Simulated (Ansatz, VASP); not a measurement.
# Na in VASP and in Ansatz

INCAR

```
ALGO = Normal ; EDIFF = 1E-6
ENCUT = 520 ; GGA = PE
ISIF = 2 ; ISMEAR = 1
LASPH = True ; LCHARG = False
LREAL = False ; LWAVE = False
NBANDS = 10 ; NELM = 100
PREC = Accurate ; SIGMA = 0.1
```

The input KPOINTS:

```
k-points
0
Gamma
  8 8 8
```

File POSCAR:

```
Na
1.0
   -2.1040267987      2.1040267987      2.1040267987
    2.1040267987     -2.1040267987      2.1040267987
    2.1040267987      2.1040267987     -2.1040267987
Na
1
Direct
    0.0000000000      0.0000000000      0.0000000000
```

Input for Ansatz:

```yaml
crystal:
  lattice:
    - [-2.1040267987, 2.1040267987, 2.1040267987]
    - [2.1040267987, -2.1040267987, 2.1040267987]
    - [2.1040267987, 2.1040267987, -2.1040267987]
  atoms:
    - { symbol: Na, position: [0.0, 0.0, 0.0] }
basis:
  ecutwfc: 420
  ecutrho_ratio: 8
kpoints:
  mp_grid: { grid: [8, 8, 8] }
hamiltonian:
  xc: pbe
scf:
  occupations: { method: methfessel_paxton }
output:
  forces: true
  stress: true
  eigenvalues: true
```

Alike in both runs: task single point; functional PBE; k mesh 8 × 8 × 8; no spin polarisation.

|  | VASP | Ansatz |
| --- | --- | --- |
| version | VASP 6.6.1 | Ansatz 0.2.0 |
| potentials or method | VASP PAW PBE potentials, release 64 (Na_pv), cutoff 520 eV | scalar-relativistic, plane waves, PAW |
| occupations | methfessel-paxton of order 1, width 0.1 eV | methfessel-paxton of order 1 |
| valence electrons in the cell | 7 | 9 |

```csv
,VASP,Ansatz,Ansatz less VASP
gap on the k mesh at the Fermi level (eV),none,none,-
pressure (GPa),-0.1,0.0,+0.03
```

A gap of «none» marks a metal or a gap that the smearing closes. VASP's potentials hold 7 valence electrons a cell and Ansatz's 9, so a difference there can come from the potentials and not from the codes.
